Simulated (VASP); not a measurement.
Input of a VASP 6.6.1 run:

INCAR

```
  ALGO = Normal
  EDIFF = 1E-6
  ENCUT = 520
  GGA = PS
  ISIF = 2
  ISMEAR = -1
  LASPH = True
  LCHARG = True
  LELF = True
  LREAL = False
  LVHAR = True
  LWAVE = False
  NBANDS = 17
  NELM = 100
  PREC = Accurate
  SIGMA = 0.05
```

KPOINTS

```
k-points
0
Gamma
  7 7 7
```

POSCAR

```
TePb
1.0
    0.0000000000      3.1255705696      3.1255705696
    3.1255705696      0.0000000000      3.1255705696
    3.1255705696      3.1255705696      0.0000000000
Pb Te
1 1
Direct
    0.0000000000      0.0000000000      0.0000000000
    0.5000000000      0.5000000000      0.5000000000
```

Potentials or basis: VASP PAW PBE potentials, release 64 (Pb_d, Te).

Command:

```sh
$ cat potpaw_PBE.64/Pb_d/POTCAR potpaw_PBE.64/Te/POTCAR > POTCAR
$ mpirun -np 1 vasp_std > vasp.out
```

Q: Estimate the pressure.

A: 4.9 GPa.

Caveat: the PAW data sets were made with another functional, which shifts forces and pressure a little.
